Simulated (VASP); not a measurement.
# O (C2/m) in VASP: a series of runs

The runs below take O through single point, with PBEsol.

All numbers are computed with VASP 6.6.1; they aren't measurements. Logs are shortened: lines on timing, memory, paths and dates and some standing lists are left out, and cuts for length are marked.

## (1) The cell of the first run

The typed cell holds 2 atoms: a = 2.263 Å, b = 2.263 Å, c = 3.544 Å, α = 108.66°, β = 108.66°, γ = 60.01°.

## (2) Single point, PBEsol

File INCAR:

```
PREC = Accurate
ENCUT = 520
EDIFF = 1E-6
ISMEAR = -1
SIGMA = 0.05
LREAL = False
LASPH = True
NELM = 60
ALGO = Normal
ISIF = 2
LWAVE = False
LCHARG = True
GGA = PS
LELF = True
LVHAR = True
NBANDS = 13
```

File KPOINTS:

```
regular mesh
0
Gamma
  10 10 7
```

File POSCAR:

```
O
1.0
    1.9564787602     -1.1317166777      0.1134527691
    1.9564787602      1.1317166777      0.1134527691
   -1.4978604742      0.0000000000      3.2115681554
O
2
Direct
    0.9394176640      0.9394176640      0.8186966905
    0.0605823360      0.0605823360      0.1813033095
```

Potentials or basis: VASP PAW PBE potentials, release 64 (O).

Started as:

```
cat potpaw_PBE.64/O/POTCAR > POTCAR
mpirun -np 1 vasp_std > vasp.out
```

OUTCAR:

```text
PREC = Accurate
   ENCUT = 520
   EDIFF = 1E-6
   ISMEAR = -1
   LREAL = False
   LASPH = True
   NELM = 60
   ISIF = 2
   GGA = PS

 ion  position               nearest neighbor table
   1  0.939  0.939  0.819-   2 1.19
   2  0.061  0.061  0.181-   1 1.19

  LATTYP: Found a base centered monoclinic cell.
 ALAT       =     3.9195309260
 B/A-ratio  =     0.5774755699
 C/A-ratio  =     0.9041113577
 COS(beta)  =    -0.3695093703

  Lattice vectors:

 A1 = (   1.9564787602,  -1.1317166777,   0.1134527691)
 A2 = (   1.9564787602,   1.1317166777,   0.1134527691)
 A3 = (  -1.4978604742,   0.0000000000,   3.2115681554)

Analysis of symmetry for initial positions (statically):
=====================================================================
 Subroutine PRICEL returns:
 Original cell was already a primitive cell.

 Routine SETGRP: Setting up the symmetry group for a
 base centered monoclinic supercell.

 Subroutine GETGRP returns: Found  4 space group operations
 (whereof  4 operations were pure point group operations)
 out of a pool of  4 trial point group operations.

The static configuration has the point symmetry C_2h.

Analysis of symmetry for dynamics (positions and initial velocities):
=====================================================================
 Subroutine PRICEL returns:
 Original cell was already a primitive cell.

 Routine SETGRP: Setting up the symmetry group for a
 base centered monoclinic supercell.

 Subroutine GETGRP returns: Found  4 space group operations
 (whereof  4 operations were pure point group operations)
 out of a pool of  4 trial point group operations.

The dynamic configuration has the point symmetry C_2h.

 Subroutine INISYM returns: Found  4 space group operations
 (whereof  4 operations are pure point group operations),
 and found     1 'primitive' translations

----------------------------------------------------------------------------------------

                                     Primitive cell

  volume of cell :      14.6066

  direct lattice vectors                    reciprocal lattice vectors
     1.956478760 -1.131716678  0.113452769     0.248831412 -0.441806691  0.116053815
     1.956478760  1.131716678  0.113452769     0.248831412  0.441806691  0.116053815
    -1.497860474  0.000000000  3.211568155    -0.017580578  0.000000000  0.303174866

  length of vectors
     2.263065025  2.263065025  3.543692427     0.520171810  0.520171810  0.303684172

[... 88 lines left out ...]
   POTIM  = 0.5000    time-step for ionic-motion
   TEBEG  =    0.0;   TEEND  =   0.0 temperature during run
   PSTRESS=    0.0 pullay stress
   NELECT =      12.0000    total number of electrons
   NUPDOWN=      -1.0000    fix difference up-down
   EMIN   =  10.00;   EMAX   =-10.00  energy-range for DOS
   EFERMI =   0.00;   METHOD = LEGACY
   ISMEAR =    -1;   SIGMA  =   0.05  broadening in eV -4-tet -1-fermi 0-gaus
   EFERMI_NEDOS =   21; number of points for ismear=-14 and -15
   IALGO  =     38    algorithm
   IMIX   =      4    mixing-type and parameters
     AMIX     =   0.40;   BMIX     =  1.00
     AMIX_MAG =   1.60;   BMIX_MAG =  1.00
  volume/ion in A,a.u.               =       7.30        49.29
  Fermi-wavevector in a.u.,A,eV,Ry     =   1.533270  2.897461 31.986175  2.350918
  Thomas-Fermi vector in A             =   2.640361
   LORBIT       =      0    0 simple, 1 ext, 2 COOP (PROOUT), +10 PAW based schemes
   GGA     = PS    functional components
   LHFCALC =     F    Hartree Fock is set to
   AEXX    =    0.0000 exact exchange contribution
   IVDW    =     0    specifies the selected vdW correction
   LEPSILON=     F    determine dielectric tensor
   LRPA    =     F    only Hartree local field effects (RPA)
 non-spin polarized calculation
  energy-cutoff  :      520.00
  volume of cell :       14.61
 maximum number of plane-waves:       404
 NGX is ok and might be reduce to    18
   NGX =  9   NGY =  9   NGZ = 13

 number of electron      12.0000001 magnetization

 Free energy of the ion-electron system (eV)
  ---------------------------------------------------
  ext. energy  EPLUGINS =         0.00000000
  ---------------------------------------------------
  free energy    TOTEN  =        -9.85768019 eV

  energy without entropy =       -9.85325317  energy(sigma->0) =       -9.85546668

 E-fermi :   4.6197     XC(G=0): -12.3416

 val. band max:        4.5903582703   @ k =  -0.4000   0.4000   0.0000
 cond. band min:       4.6524971955   @ k =  -0.2000   0.5000   0.4286
 fundamental gap:      0.0621389252
 Fermi energy:         4.6197201320

 k-point     1 :       0.0000    0.0000    0.0000
  band No.  band energies     occupation
      1     -24.8959      2.00000
      2     -10.6252      2.00000
      3      -6.5464      2.00000
      4       0.1386      2.00000
      5       0.1392      2.00000
      6       6.6229      0.00000
      7       6.6260      0.00000
      8      16.0127      0.00000
      9      18.4638      0.00000
     10      21.3906      0.00000
     11      29.2225      0.00000
     12      32.8302      0.00000
     13      32.8335      0.00000
[... 354 lines left out ...]
  band No.  band energies     occupation
      1     -23.2114      2.00000
      2      -9.8039      2.00000
      3      -5.6487      2.00000
      4      -2.5719      2.00000
      5      -1.5771      2.00000
      6       2.2666      2.00000
      7       5.7320      0.00000
      8      14.7822      0.00000
      9      21.1547      0.00000
     10      22.8635      0.00000
     11      26.6204      0.00000
     12      28.2984      0.00000
     13      31.8407      0.00000

 [... further k-points ...]

------------------------ aborting loop because EDIFF is reached ----------------------------------------

  FORCE on cell =-STRESS in cart. coord.  units (eV):
  Direction    XX          YY          ZZ          XY          YZ          ZX
  --------------------------------------------------------------------------------------
  -------------------------------------------------------------------------------------
  Total        2.7190746      2.7125146      4.6013894      0.0000000      0.0000000     -0.1100615
  in kB      298.2510959    297.5315391    504.7193022      0.0000000      0.0000000    -12.0724764
  external PRESSURE =     366.8339791 kB  Pullay stress =       0.0000000 kB

 VOLUME and BASIS-vectors are now :
 -----------------------------------------------------------------------------
  energy-cutoff  :      520.00
  volume of cell :       14.61
      direct lattice vectors                 reciprocal lattice vectors
     1.956478760 -1.131716678  0.113452769     0.248831412 -0.441806691  0.116053815
     1.956478760  1.131716678  0.113452769     0.248831412  0.441806691  0.116053815
    -1.497860474  0.000000000  3.211568155    -0.017580578  0.000000000  0.303174866

 POSITION                                       TOTAL-FORCE (eV/Angst)
 -----------------------------------------------------------------------------------
      2.44961      0.00000      2.84246         0.095503      0.000000     -1.646640
     -0.03451      0.00000      0.59601        -0.095503      0.000000      1.646640
 -----------------------------------------------------------------------------------
    total drift:                                0.000000      0.000000     -0.000000

  FREE ENERGIE OF THE ION-ELECTRON SYSTEM (eV)
  ---------------------------------------------------
  free  energy   TOTEN  =        -9.8576801935 eV

  energy  without entropy=       -9.8532531732  energy(sigma->0) =       -9.85546668
```

stdout:

```text
POSCAR found type information on POSCAR O
 POSCAR found :  1 types and       2 ions
 scaLAPACK will be used
 -----------------------------------------------------------------------------
|                                                                             |
|                                                                             |
|     You enforced a specific xc type in the INCAR file but a different       |
|     I HOPE YOU KNOW WHAT YOU ARE DOING!                                     |
|                                                                             |
 -----------------------------------------------------------------------------

 LDA part: xc-table for (Slater+PW92), standard interpolation
 POSCAR, INCAR and KPOINTS ok, starting setup
 FFT: planning ... GRIDC
 FFT: planning ... GRID_SOFT
 FFT: planning ... GRID
 WAVECAR not read
 entering main loop
```

Wall time 18 s (1 thread of Intel Xeon Platinum 8488C (Sapphire Rapids), shared host); peak memory 0.14 GiB.

What came out:

```
Free energy            : -9.8577 eV
Pressure               : 36.7 GPa
Largest force          : 1.649 eV/Å
Band gap on the k mesh : zero (band 6 reaches 6.84 eV, above the bottom of band 7 at 3.15 eV)
```

Forces in eV/Å, atoms in the order of the input:
```
O    0.096  0.000 -1.647
O   -0.096  0.000  1.647
```

Stress tensor (GPa, compression positive):
```
29.83  0.00 -1.21
 0.00 29.75  0.00
-1.21  0.00 50.47
```

Caveat: the standard files for N, O and F lose accuracy on very short bonds; spin is off for a triplet molecule; the PAW data sets were made with another functional, which shifts forces and pressure a little.

## (3) Single point, PBEsol

This run uses another cell than the first one, of 7.77 Å³/atom, 1.064 times its volume.

File INCAR:

```
SYSTEM = O
ALGO = Normal ; EDIFF = 1E-6
ENCUT = 520 ; GGA = PS
ISIF = 2 ; ISMEAR = -1
LASPH = .True. ; LCHARG = .False.
LREAL = .False. ; LWAVE = .False.
NBANDS = 13 ; NELM = 60
PREC = Accurate ; SIGMA = 0.05
```

File KPOINTS:

```
k-points
0
Gamma
  10 10 7
  0 0 0
```

File POSCAR:

```
O
1.0
    1.9919730082     -1.1521947221      0.1152422021
    1.9919730082      1.1521947221      0.1152422021
   -1.5253783395      0.0000000000      3.2978863664
O
2
Direct
    0.9408659229      0.9408659229      0.8229003555
    0.0591340771      0.0591340771      0.1770996445
```

Potentials or basis: VASP PAW PBE potentials, release 64 (O).

Started as:

```
cat potpaw_PBE.64/O/POTCAR > POTCAR
mpirun -np 1 vasp_std > vasp.out
```

OUTCAR:

```text
SYSTEM = O
   EDIFF = 1E-6
   ENCUT = 520
   GGA = PS
   ISIF = 2
   ISMEAR = -1
   LASPH = .True.
   LREAL = .False.
   NELM = 60
   PREC = Accurate

 ion  position               nearest neighbor table
   1  0.941  0.941  0.823-   2 1.20
   2  0.059  0.059  0.177-   1 1.20

  LATTYP: Found a base centered monoclinic cell.
 ALAT       =     3.9906075881
 B/A-ratio  =     0.5774532808
 C/A-ratio  =     0.9105306097
 COS(beta)  =    -0.3666798150

  Lattice vectors:

[... 559 lines left out ...]
      5      -2.2786      2.00000
      6       1.7454      2.00000
      7       4.9266      0.00000
      8      13.9137      0.00000
      9      20.0234      0.00000
     10      21.4375      0.00000
     11      25.1816      0.00000
     12      26.8367      0.00000
     13      30.3251      0.00000

 [... further k-points ...]
[... 5 lines left out ...]
  --------------------------------------------------------------------------------------
  -------------------------------------------------------------------------------------
  Total        1.9196588      1.9133523      3.7502923      0.0000000      0.0000000     -0.1064090
  in kB      197.8750734    197.2250098    386.5735724      0.0000000      0.0000000    -10.9684524
  external PRESSURE =     260.5578852 kB  Pullay stress =       0.0000000 kB

 VOLUME and BASIS-vectors are now :
 -----------------------------------------------------------------------------
  energy-cutoff  :      520.00
  volume of cell :       15.54
      direct lattice vectors                 reciprocal lattice vectors
     1.991973008 -1.152194722  0.115242202     0.244465756 -0.433954427  0.113073262
     1.991973008  1.152194722  0.115242202     0.244465756  0.433954427  0.113073262
    -1.525378340  0.000000000  3.297886366    -0.017085350  0.000000000  0.295321994

 POSITION                                       TOTAL-FORCE (eV/Angst)
 -----------------------------------------------------------------------------------
      2.49312      0.00000      2.93069         0.091844      0.000000     -1.590079
     -0.03456      0.00000      0.59768        -0.091844      0.000000      1.590079
 -----------------------------------------------------------------------------------
    total drift:                                0.000000     -0.000000     -0.000000

  FREE ENERGIE OF THE ION-ELECTRON SYSTEM (eV)
  ---------------------------------------------------
  free  energy   TOTEN  =       -10.0085257679 eV

  energy  without entropy=      -10.0035960527  energy(sigma->0) =      -10.00606091
```

Run time: 17 s. Hardware: 1 thread of Intel Xeon Platinum 8488C (Sapphire Rapids), shared host; peak memory 0.14 GiB.

What came out:

| Property | Result |
| --- | --- |
| Free energy | -10.0085 eV |
| Pressure | 26.1 GPa |
| Largest force | 1.593 eV/Å |
| Band gap on the k mesh | zero (band 6 reaches 5.95 eV, above the bottom of band 7 at 2.58 eV) |

Forces on the atoms (eV/Å):
```
O    0.092  0.000 -1.590
O   -0.092  0.000  1.590
```

Levels at points of the mesh, in eV from the Fermi level:
```csv
k point,band 3,band 4,band 5,band 6,band 7,band 8,band 9,band 10
"(0.00, 0.00, 0.00)",-10.72,-4.63,-4.63,1.87,1.87,11.24,13.25,15.63
"(0.50, 0.00, 0.00)",-11.03,-7.91,-5.84,-2.65,0.74,10.59,15.69,16.05
"(0.50, 0.50, 0.00)",-10.81,-6.99,-6.05,-3.29,1.21,9.79,14.72,18.61
```

Caveat: the standard files for N, O and F lose accuracy on very short bonds; spin is off for a triplet molecule; the PAW data sets were made with another functional, which shifts forces and pressure a little.
